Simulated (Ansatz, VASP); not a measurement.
# Zr3W in VASP and in Ansatz

```
CELL_PARAMETERS angstrom
4.88257 0.00000 0.00000
-2.44128 4.22843 0.00000
0.00000 0.00000 8.59265
ATOMIC_POSITIONS crystal
Zr 0.33333 0.66667 0.84036
Zr 0.33333 0.66667 0.15964
Zr 0.66667 0.33333 0.15964
Zr 0.66667 0.33333 0.84036
Zr 0.33333 0.66667 0.50000
Zr 0.66667 0.33333 0.50000
W 0.00000 0.00000 0.00000
W 0.00000 0.00000 0.50000
```

Alike in both runs: functional PBE; k mesh 4 × 4 × 3; occupations gaussian, width 0.2 eV; no spin polarisation.

Ansatz relaxed the structure, and its values are those at the end. VASP's run is a single point on that final structure, the one shown.

|  | VASP | Ansatz |
| --- | --- | --- |
| version | VASP 6.6.1 | Ansatz 0.2.0 |
| potentials or method | VASP PAW PBE potentials, release 64 (Zr_sv, W_sv), cutoff 520 eV | scalar-relativistic, plane waves, PAW |
| valence electrons in the cell | 100 | 100 |

|  | VASP | Ansatz | Ansatz less VASP |
| --- | --- | --- | --- |
| gap on the k mesh at the Fermi level (eV) | none | none | - |
| pressure (GPa) | 0.4 | 0.3 | -0.07 |
| rms of the force components (eV/Å) | 0.009 | 0.006 | -0.0025 |

A gap of «none» marks a metal or a gap that the smearing closes.

The k mesh is coarse, so the values compare programs but aren't converged. Neither program's run includes spin-orbit coupling.
